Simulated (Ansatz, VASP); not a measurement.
NaI in VASP and in Ansatz

The input POSCAR:

```
NaI
1.0
    0.0000000000      3.2297205588      3.2297205588
    3.2297205588      0.0000000000      3.2297205588
    3.2297205588      3.2297205588      0.0000000000
Na I
1 1
Direct
    0.0000000000      0.0000000000      0.0000000000
    0.5000000000      0.5000000000      0.5000000000
```

File INCAR.step1:

```
PREC = Accurate ; ENCUT = 520
ISMEAR = 0 ; SIGMA = 0.01
LREAL = F ; LASPH = T
NELM = 100 ; NBANDS = 14
GGA = PE ; ALGO = Normal
EDIFF = 1E-4 ; LWAVE = T
LCHARG = F
```

File INCAR.step2:

```
PREC = Accurate ; ENCUT = 520
EDIFF = 1E-7 ; ISMEAR = 0
SIGMA = 0.01 ; LREAL = F
LASPH = T ; NELM = 100
ALGO = Normal ; ISIF = 2
LWAVE = F ; LCHARG = F
METAGGA = R2SCAN ; LMIXTAU = T
NBANDS = 14 ; ISTART = 1
```

Contents of KPOINTS:

```
Automatic mesh
0
Gamma
  6 6 6
```

Input for Ansatz:

```yaml
crystal:
  lattice:
    - [0.0, 3.2297205588, 3.2297205588]
    - [3.2297205588, 0.0, 3.2297205588]
    - [3.2297205588, 3.2297205588, 0.0]
  atoms:
    - { symbol: Na, position: [0.0, 0.0, 0.0] }
    - { symbol: I, position: [0.5, 0.5, 0.5] }
kpoints:
  mp_grid: { grid: [6, 6, 6] }
hamiltonian:
  xc: r2scan
scf:
  occupations: { method: fixed }
  n_extra_bands: 4
output:
  forces: true
  stress: true
  eigenvalues: true
```

Alike in both runs: task single point; functional r2SCAN; k mesh 6 × 6 × 6; no spin polarisation.

|  | VASP | Ansatz |
| --- | --- | --- |
| version | VASP 6.6.1 | Ansatz 0.2.0 |
| potentials or method | VASP PAW PBE potentials, release 64 (Na_pv, I) | plane waves, PAW |
| plane-wave cutoff (eV) | 520 | 500 |
| occupations | gaussian, width 0.01 eV | fixed |
| valence electrons in the cell | 14 | 26 |

Ansatz gave:

```
gap on the k mesh at the Fermi level (eV) : 4.45
pressure (GPa)                            : 0.0
```

What did VASP give for the same quantities?

gap on the k mesh at the Fermi level (eV): 4.46; pressure (GPa): -0.1.

VASP's potentials were made for PBE, not for r2SCAN. VASP's potentials hold 14 valence electrons a cell and Ansatz's 26, so a difference there can come from the potentials and not from the codes.

Spin-orbit coupling is off throughout.
